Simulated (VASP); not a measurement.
# Mg (Im-3m) in VASP: further runs, part 2 of 3

VASP 6.6.1. The steps go on from the part before.

**3. Relaxation of cell and atoms, LDA, target pressure 30 GPa, at which the enthalpy is minimised**

This run uses another cell than the first one, of 14.89 Å³/atom, 1.126 times its volume.

INCAR reads:

```
SYSTEM = Mg
ALGO = Fast
EDIFF = 1E-7
EDIFFG = -0.004
ENCUT = 600
GGA = CA
IBRION = 2
ISIF = 3
ISMEAR = 0
LASPH = .TRUE.
LCHARG = .FALSE.
LREAL = .FALSE.
LWAVE = .FALSE.
NELM = 80
NSW = 70
PREC = Accurate
PSTRESS = 300.0
SIGMA = 0.1
```

KPOINTS reads:

```
k-points
0
G
  20 20 20
  0 0 0
```

POSCAR reads:

```
Mg
1.0
   -1.5499101558      1.5499101558      1.5499101558
    1.5499101558     -1.5499101558      1.5499101558
    1.5499101558      1.5499101558     -1.5499101558
Mg
1
Direct
    0.0000000000      0.0000000000      0.0000000000
```

Potentials or basis: VASP PAW LDA potentials, release 64 (Mg).

Command:

```sh
$ cat potpaw_LDA.64/Mg/POTCAR > POTCAR
$ mpirun -np 1 vasp_std > vasp.out
```

It took 8.1 s on 1 thread of Intel Xeon 6975P-C (Granite Rapids), shared host; peak memory 0.16 GiB.

The run converged. Its results:

| Quantity | Value |
| --- | --- |
| Free energy | -1.3337 eV |
| Relaxed volume | 14.89 Å³/atom |
| Relaxed cell | a = 2.684 Å, b = 2.684 Å, c = 2.684 Å, α = 109.47°, β = 109.47°, γ = 109.47° |
| Space group after relaxing (to 0.05 Å) | Im-3m (No. 229) |
| Energy change on relaxing (the enthalpy is what falls) | +1.1 meV/atom |
| Ionic steps | 3 |
| Pressure after relaxing | 30.0 GPa |
| Band gap on the k mesh | zero (band 1 reaches 9.25 eV, above the bottom of band 2 at 4.29 eV) |

The path:
```csv
step,energy change (eV),largest force (eV/Å),pressure (GPa),volume (Å³)
1,0.0000,0.0000,29.94,14.89
2,0.0021,0.0000,30.05,14.88
3,0.0011,0.0000,30.00,14.89
```

Final structure:
```
Mg
1.0
    -1.54971    1.54971    1.54971
     1.54971   -1.54971    1.54971
     1.54971    1.54971   -1.54971
Mg
1
Cartesian
  0.0000 0.0000 0.0000
```

Levels at points of the mesh, in eV from the Fermi level:
| k point | band 1 | band 2 | band 3 | band 4 | band 5 |
| --- | --- | --- | --- | --- | --- |
| (0.00, 0.00, 0.00) | -9.08 | 16.01 | 16.01 | 16.01 | 18.65 |
| (0.50, 0.00, 0.00) | -2.17 | -0.98 | 10.16 | 13.14 | 13.33 |
| (0.50, 0.50, 0.50) | 3.97 | 3.97 | 5.33 | 5.33 | 5.33 |

Caveat: the cell is relaxed towards a set pressure, so the enthalpy falls and the energy may rise.

**4. Relaxation of cell and atoms, LDA, target pressure 12 GPa, at which the enthalpy is minimised**

This run uses another cell than the first one, of 14.89 Å³/atom, 1.126 times its volume.

INCAR reads:

```
  PREC = Accurate
  ENCUT = 600
  EDIFF = 1E-6
  ISMEAR = 0
  SIGMA = 0.1
  LREAL = F
  LASPH = T
  NELM = 80
  ALGO = Fast
  ISIF = 3
  LWAVE = F
  LCHARG = F
  IBRION = 2
  NSW = 70
  EDIFFG = -0.004
  PSTRESS = 120.0
```

KPOINTS reads:

```
Automatic mesh
0
Gamma
  20 20 20
```

POSCAR is that of step 3.

Potentials or basis: VASP PAW LDA potentials, release 64 (Mg).

Command:

```sh
$ cat potpaw_LDA.64/Mg/POTCAR > POTCAR
$ mpirun -np 1 vasp_std > vasp.out
```

OUTCAR:

```text
PREC = Accurate
   ENCUT = 600
   EDIFF = 1E-6
   ISMEAR = 0
   LREAL = F
   LASPH = T
   NELM = 80
   ISIF = 3
   IBRION = 2
   NSW = 70
   EDIFFG = -0.004
   PSTRESS = 120.0

 ion  position               nearest neighbor table
   1  0.000  0.000  0.000-

  LATTYP: Found a body centered cubic cell.
 ALAT       =     3.0998203116

  Lattice vectors:

 A1 = (  -1.5499101558,   1.5499101558,   1.5499101558)
 A2 = (   1.5499101558,  -1.5499101558,   1.5499101558)
 A3 = (   1.5499101558,   1.5499101558,  -1.5499101558)

Analysis of symmetry for initial positions (statically):
=====================================================================
 Subroutine PRICEL returns:
 Original cell was already a primitive cell.

 Routine SETGRP: Setting up the symmetry group for a
 body centered cubic supercell.

 Subroutine GETGRP returns: Found 48 space group operations
 (whereof 48 operations were pure point group operations)
 out of a pool of 48 trial point group operations.

The static configuration has the point symmetry O_h .

Analysis of symmetry for dynamics (positions and initial velocities):
=====================================================================
 Subroutine PRICEL returns:
 Original cell was already a primitive cell.

 Routine SETGRP: Setting up the symmetry group for a
 body centered cubic supercell.

 Subroutine GETGRP returns: Found 48 space group operations
 (whereof 48 operations were pure point group operations)
 out of a pool of 48 trial point group operations.

The dynamic configuration has the point symmetry O_h .

 Subroutine INISYM returns: Found 48 space group operations
 (whereof 48 operations are pure point group operations),
 and found     1 'primitive' translations

----------------------------------------------------------------------------------------

                                     Primitive cell

  volume of cell :      14.8929

  direct lattice vectors                    reciprocal lattice vectors
[... 85 lines left out ...]
   EDIFF  = 0.1E-05   stopping-criterion for ELM
   LREAL  =      F    real-space projection
   EDIFFG = -.4E-02   stopping-criterion for IOM
   NSW    =     70    number of steps for IOM
   IBRION =      2    ionic relax: 0-MD 1-quasi-New 2-CG
   NFREE  =      1    steps in history (QN), initial steepest desc. (CG)
   ISIF   =      3    stress and relaxation
   ISYM   =      2    0-nonsym 1-usesym 2-fastsym
   POTIM  = 0.5000    time-step for ionic-motion
   TEBEG  =    0.0;   TEEND  =   0.0 temperature during run
   PSTRESS=  120.0 pullay stress
   NELECT =       2.0000    total number of electrons
   NUPDOWN=      -1.0000    fix difference up-down
   EMIN   =  10.00;   EMAX   =-10.00  energy-range for DOS
   EFERMI =   0.00;   METHOD = LEGACY
   ISMEAR =     0;   SIGMA  =   0.10  broadening in eV -4-tet -1-fermi 0-gaus
   EFERMI_NEDOS =   21; number of points for ismear=-14 and -15
   IALGO  =     68    algorithm
   IMIX   =      4    mixing-type and parameters
     AMIX     =   0.40;   BMIX     =  1.00
     AMIX_MAG =   1.60;   BMIX_MAG =  1.00
  volume/ion in A,a.u.               =      14.89       100.50
  Fermi-wavevector in a.u.,A,eV,Ry     =   0.838349  1.584250  9.562575  0.702829
  Thomas-Fermi vector in A             =   1.952389
   LORBIT       =      0    0 simple, 1 ext, 2 COOP (PROOUT), +10 PAW based schemes
   GGA     = CA    functional components
   LHFCALC =     F    Hartree Fock is set to
   AEXX    =    0.0000 exact exchange contribution
   IVDW    =     0    specifies the selected vdW correction
   LEPSILON=     F    determine dielectric tensor
   LRPA    =     F    only Hartree local field effects (RPA)
 conjugate gradient relaxation of ions
 non-spin polarized calculation
 RMM-DIIS sequential band-by-band and
 Gauss-broadening in eV      SIGMA  =   0.10
  energy-cutoff  :      600.00
  volume of cell :       14.89
 maximum number of plane-waves:       531
 NGX is ok and might be reduce to    24
   NGX = 11   NGY = 11   NGZ = 11

--------------------------------------- Ionic step        1  -------------------------------------------

 number of electron       2.0000000 magnetization

 Free energy of the ion-electron system (eV)
  ---------------------------------------------------
  ext. energy  EPLUGINS =         0.00000000
  ---------------------------------------------------
  free energy    TOTEN  =        -1.33478239 eV

  energy without entropy =       -1.33386660  energy(sigma->0) =       -1.33432449

 E-fermi :   5.2718     XC(G=0): -10.1951

 val. band max:        5.2222953579   @ k =   0.3000   0.2000   0.2000
 cond. band min:       5.2895677539   @ k =   0.3000   0.2500   0.1500
 fundamental gap:      0.0672723960
 Fermi energy:         5.2717778335

 k-point     1 :       0.0000    0.0000    0.0000
  band No.  band energies     occupation
      1      -3.8102      2.00000
      2      21.2801      0.00000
      3      21.2801      0.00000
      4      21.2801      0.00000
      5      23.9202      0.00000
[... 368 lines left out ...]
--------------------------------------- Ionic step        6  -------------------------------------------

 number of electron       2.0000000 magnetization

 Free energy of the ion-electron system (eV)
  ---------------------------------------------------
  ext. energy  EPLUGINS =         0.00000000
  ---------------------------------------------------
  free energy    TOTEN  =        -1.66079514 eV

  energy without entropy =       -1.65956547  energy(sigma->0) =       -1.66018030

 E-fermi :   4.1396     XC(G=0):  -9.6010

 val. band max:        4.1280206868   @ k =   0.4500   0.0000   0.0000
 cond. band min:       4.1725057878   @ k =   0.3000   0.2000   0.2000
 fundamental gap:      0.0444851010
 Fermi energy:         4.1396034053

 k-point     1 :       0.0000    0.0000    0.0000
  band No.  band energies     occupation
      1      -4.1186      2.00000
      2      18.8937      0.00000
      3      18.8937      0.00000
      4      18.8937      0.00000
      5      21.3094      0.00000
[... 216 lines left out ...]
  energy  without entropy=       -1.6595654696  energy(sigma->0) =       -1.66018030

  enthalpy is  TOTEN    =        -0.3492882700 eV   P V=        1.3115068680

 reached required accuracy - stopping structural energy minimisation
```

Run time: 15 s. Hardware: 1 thread of Intel Xeon 6975P-C (Granite Rapids), shared host; peak memory 0.16 GiB.

What came out:

```
Free energy                                            : -1.6608 eV
Relaxed volume                                         : 17.51 Å³/atom
Relaxed cell                                           : a = 2.833 Å, b = 2.833 Å, c = 2.833 Å, α = 109.47°, β = 109.47°, γ = 109.47°
Space group after relaxing (to 0.05 Å)                 : Im-3m (No. 229)
Energy change on relaxing (the enthalpy is what falls) : -326.0 meV/atom
Ionic steps                                            : 6
Pressure after relaxing                                : 12.0 GPa
Band gap on the k mesh                                 : zero (band 1 reaches 8.16 eV, above the bottom of band 2 at 3.16 eV)
```

The path:
```
step  energy change (eV)  largest force (eV/Å)  pressure (GPa)  volume (Å³)
   1              0.0000                0.0000           29.94        14.89
   2             -0.3995                0.0000            6.76        18.79
   3             -0.3250                0.0000           12.07        17.50
   4             -0.3291                0.0000           11.80        17.55
   5             -0.3253                0.0000           12.04        17.50
   6             -0.3260                0.0000           12.00        17.51
```

Final structure:
```cif
data_structure
_symmetry_space_group_name_H-M 'P 1'
_symmetry_Int_Tables_number 1
_cell_length_a 2.8334
_cell_length_b 2.8334
_cell_length_c 2.8334
_cell_angle_alpha 109.471
_cell_angle_beta 109.471
_cell_angle_gamma 109.471
_cell_volume 17.51
loop_
_atom_site_label
_atom_site_type_symbol
_atom_site_fract_x
_atom_site_fract_y
_atom_site_fract_z
_atom_site_occupancy
Mg1 Mg 0.00000 0.00000 0.00000 1
```

Caveat: the cell is relaxed towards a set pressure, so the enthalpy falls and the energy may rise; the volume moved by over 15 % at a fixed basis, so the end points are rough.

(Part 2 of 3 ends here.)
